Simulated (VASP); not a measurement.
A run of VASP 6.6.1 is set up as follows.

File INCAR:

```
SYSTEM = ZnS
PREC = Accurate
ENCUT = 500
EDIFF = 1E-6
ISMEAR = 0
SIGMA = 0.02
LREAL = .False.
LASPH = .True.
NELM = 120
ALGO = Normal
ISIF = 2
LWAVE = .False.
LCHARG = .True.
GGA = CA
LELF = .True.
LVHAR = .True.
NBANDS = 16
GGA_COMPAT = .False.
```

The input KPOINTS:

```
regular mesh
0
Gamma
  10 10 10
  0 0 0
```

The input POSCAR:

```
ZnS
1.0
    0.0000000000      2.6217150456      2.6217150456
    2.6217150456      0.0000000000      2.6217150456
    2.6217150456      2.6217150456      0.0000000000
Zn S
1 1
Direct
    0.2500000000      0.2500000000      0.2500000000
    0.0000000000      0.0000000000      0.0000000000
```

Potentials or basis: VASP PAW LDA potentials, release 64 (Zn, S).

Launch:

```sh
$ cat potpaw_LDA.64/Zn/POTCAR potpaw_LDA.64/S/POTCAR > POTCAR
$ mpirun -np 1 vasp_std > vasp.out
```

Q: What does it give for the pressure?

A: 3.1 GPa.

Q: Predict the band gap on the k mesh.

A: 2.30 eV.

Caveat: the cell stands under pressure. As with any semilocal functional, this LDA gap is likely too small.
